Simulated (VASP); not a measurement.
Here is a VASP 6.6.1 calculation.

File INCAR:

```
SYSTEM = HfN
PREC = Accurate
ENCUT = 600
EDIFF = 1E-6
ISMEAR = 0
SIGMA = 0.05
LREAL = .FALSE.
LASPH = .TRUE.
NELM = 120
ALGO = Normal
ISIF = 2
LWAVE = .FALSE.
LCHARG = .FALSE.
GGA = PE
NBANDS = 14
GGA_COMPAT = .FALSE.
```

KPOINTS

```
Automatic mesh
0
G
  8 8 8
  0 0 0
```

Contents of POSCAR:

```
HfN
1.0
    0.0000000000      2.2665065634      2.2665065634
    2.2665065634      0.0000000000      2.2665065634
    2.2665065634      2.2665065634      0.0000000000
Hf N
1 1
Direct
    0.5000000000      0.5000000000      0.5000000000
    0.0000000000      0.0000000000      0.0000000000
```

Potentials or basis: VASP PAW PBE potentials, release 64 (Hf_pv, N).

Command:

```console
$ cat potpaw_PBE.64/Hf_pv/POTCAR potpaw_PBE.64/N/POTCAR > POTCAR
$ mpirun -np 1 vasp_std > vasp.out
```

Task: What does it give for the pressure?

Result: 0.4 GPa.
